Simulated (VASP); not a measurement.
Write the native input for VASP 6.6.1 that does the following.

| Item | Value |
| --- | --- |
| Task | single point |
| Functional | PBE |
| Potentials or basis | VASP PAW PBE potentials, release 64 (Si, Pd, O) |
| Cutoff | 520 eV |
| k mesh | 4 × 4 × 4 |
| Occupations | gaussian, width 0.1 eV |
| Spin | no spin polarisation |
| Dipole correction | no |
| Further INCAR settings | ALGO = Normal; EDIFF = 1e-06; NBANDS = 35 |

The structure of SiPd3O3 lies in POSCAR:

```
SiPd3O3
1.0
    4.5073547700      0.0000000000      0.0000000000
    0.0000000000      4.5073547700      0.0000000000
    0.0000000000      0.0000000000      4.5073547700
Si Pd O
1 3 3
Direct
    0.5000000000      0.5000000000      0.5000000000
    0.0000000000      0.5000000000      0.5000000000
    0.5000000000      0.5000000000      0.0000000000
    0.5000000000      0.0000000000      0.5000000000
    0.0000000000      0.5000000000      0.0000000000
    0.5000000000      0.0000000000      0.0000000000
    0.0000000000      0.0000000000      0.5000000000
```

One way to write it, as run:

INCAR

```
ALGO = Normal
EDIFF = 1E-6
ENCUT = 520
GGA = PE
ISIF = 2
ISMEAR = 0
LASPH = True
LCHARG = False
LREAL = False
LWAVE = False
NBANDS = 35
NELM = 60
PREC = Accurate
SIGMA = 0.1
```

KPOINTS

```
k-points
0
Gamma
  4 4 4
```

Potentials or basis: VASP PAW PBE potentials, release 64 (Si, Pd, O).

Run with:

```bash
$ cat potpaw_PBE.64/Si/POTCAR potpaw_PBE.64/Pd/POTCAR potpaw_PBE.64/O/POTCAR > POTCAR
$ mpirun -np 1 vasp_std > vasp.out
```

Results of the run:

| Property | Result |
| --- | --- |
| Pressure | 6.9 GPa |
| Band gap on the k mesh | zero (band 26 reaches 8.06 eV, above the bottom of band 27 at 5.07 eV) |

Wall time 62 s on 1 thread of AMD EPYC 7R13, on a shared host, peak memory 0.18 GiB.
